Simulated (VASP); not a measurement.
Set up this calculation in VASP 6.6.1, as the native input.

| Item | Value |
| --- | --- |
| Task | single point |
| Functional | PBE |
| Dispersion | D3(BJ) |
| Potentials or basis | VASP PAW PBE potentials, release 64 (Al, H) |
| Cutoff | 520 eV |
| k mesh | 6 × 6 × 1 |
| Occupations | gaussian, width 0.1 eV |
| Spin | no spin polarisation |
| Dipole correction | yes |
| Further INCAR settings | ALGO = Normal; EDIFF = 1e-06; NBANDS = 30 |

The structure of Al12H lies in POSCAR:

```
Al12H
1.0
    5.6314608543      0.0000000000      0.0000000000
   -2.8157304272      4.8769881603      0.0000000000
    0.0000000000      0.0000000000     21.6684292099
Al H
12 1
Direct
    0.3333333333      0.1666666667      0.1846003677
    0.3333333333      0.6666666667      0.1846003677
    0.8333333333      0.1666666667      0.1846003677
    0.8333333333      0.6666666667      0.1846003677
    0.1666666667      0.3333333333      0.2900502825
    0.1666666667      0.8333333333      0.2900502825
    0.6666666667      0.3333333333      0.2900502825
    0.6666666667      0.8333333333      0.2900502825
    0.0000000000      0.0000000000      0.3954337957
    0.0000000000      0.5000000000      0.3954337957
    0.5000000000      0.0000000000      0.3954337957
    0.5000000000      0.5000000000      0.3954337957
    0.0000000000      0.1666666667      0.5246540531
```

The input as run:

INCAR

```
SYSTEM = Al12H
PREC = Accurate ; ENCUT = 520
EDIFF = 1E-6 ; ISMEAR = 0
SIGMA = 0.1 ; LREAL = .FALSE.
LASPH = .TRUE. ; NELM = 60
ALGO = Normal ; ISIF = 2
LWAVE = .FALSE. ; LCHARG = .TRUE.
LDIPOL = .TRUE. ; IDIPOL = 3
DIPOL = 0.5 0.5 0.308 ; GGA = PE
IVDW = 12 ; LELF = .TRUE.
LVHAR = .TRUE. ; LVACPOTAV = .TRUE.
NBANDS = 30
```

KPOINTS

```
regular mesh
0
G
  6 6 1
  0 0 0
```

Potentials or basis: VASP PAW PBE potentials, release 64 (Al, H).

Run with:

```sh
$ cat potpaw_PBE.64/Al/POTCAR potpaw_PBE.64/H/POTCAR > POTCAR
$ mpirun -np 1 vasp_std > vasp.out
```

Results of the run:

```json
{
  "Largest force": "1.132 eV/Å",
  "Band gap on the k mesh": "zero (an odd number of electrons rules out a gap without spin polarisation)",
  "Dispersion energy per atom": "-0.224 eV"
}
```

Run time: 7.7 min on 1 thread of Intel(R) Xeon(R) 6975P-C (Granite Rapids) (shared host), peak memory 0.71 GiB.
